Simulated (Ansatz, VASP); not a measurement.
## Sn3Se: VASP beside Ansatz

File INCAR:

```
SYSTEM = Sn3Se
PREC = Accurate
ENCUT = 520
EDIFF = 1E-6
ISMEAR = -1
SIGMA = 0.05
LREAL = .False.
LASPH = .True.
NELM = 100
ALGO = Normal
ISIF = 2
LWAVE = .False.
LCHARG = .True.
GGA = PE
LELF = .True.
LVHAR = .True.
NBANDS = 32
```

KPOINTS

```
regular mesh
0
Gamma
  6 6 6
  0 0 0
```

Contents of POSCAR:

```
Sn3Se
1.0
    4.8042793006      0.0000000000      0.0000000000
    0.0000000000      4.8042793006      0.0000000000
    0.0000000000      0.0000000000      4.8042793006
Sn Se
3 1
Direct
    0.5000000000      0.5000000000      0.0000000000
    0.5000000000      0.0000000000      0.5000000000
    0.0000000000      0.5000000000      0.5000000000
    0.0000000000      0.0000000000      0.0000000000
```

File input.yaml:

```yaml
crystal:
  lattice:
    - [4.8042793006, 0.0, 0.0]
    - [0.0, 4.8042793006, 0.0]
    - [0.0, 0.0, 4.8042793006]
  atoms:
    - { symbol: Sn, position: [0.5, 0.5, 0.0] }
    - { symbol: Sn, position: [0.5, 0.0, 0.5] }
    - { symbol: Sn, position: [0.0, 0.5, 0.5] }
    - { symbol: Se, position: [0.0, 0.0, 0.0] }
hamiltonian:
  xc: pbe
  pseudopotentials: { kind: paw }
kpoints:
  mp_grid: { grid: [6, 6, 6] }
scf:
  occupations: { method: fermi_dirac, width: 0.05 }
output:
  forces: true
  stress: true
  eigenvalues: true
  write_density: true
  write_potential: true
  elf: true
  volumetric_format: npy
```

Alike in both runs: task single point; functional PBE; k mesh 6 × 6 × 6; occupations fermi-dirac, width 0.05 eV; no spin polarisation.

|  | VASP | Ansatz |
| --- | --- | --- |
| version | VASP 6.6.1 | Ansatz 0.2.0 |
| potentials or method | VASP PAW PBE potentials, release 64 (Sn_d, Se) | Ansatz PAW |
| plane-wave cutoff (eV) | 520 | 420 |
| valence electrons in the cell | 48 | 58 |

|  | VASP | Ansatz | Ansatz less VASP |
| --- | --- | --- | --- |
| gap on the k mesh at the Fermi level (eV) | none | none | - |
| pressure (GPa) | -1.5 | -1.5 | +0.04 |

A gap of «none» marks a metal or a gap that the smearing closes. With one functional, cell and mesh, what is left measures potentials, basis and numerics. VASP's potentials hold 48 valence electrons a cell and Ansatz's 58, so a difference there can come from the potentials and not from the codes.
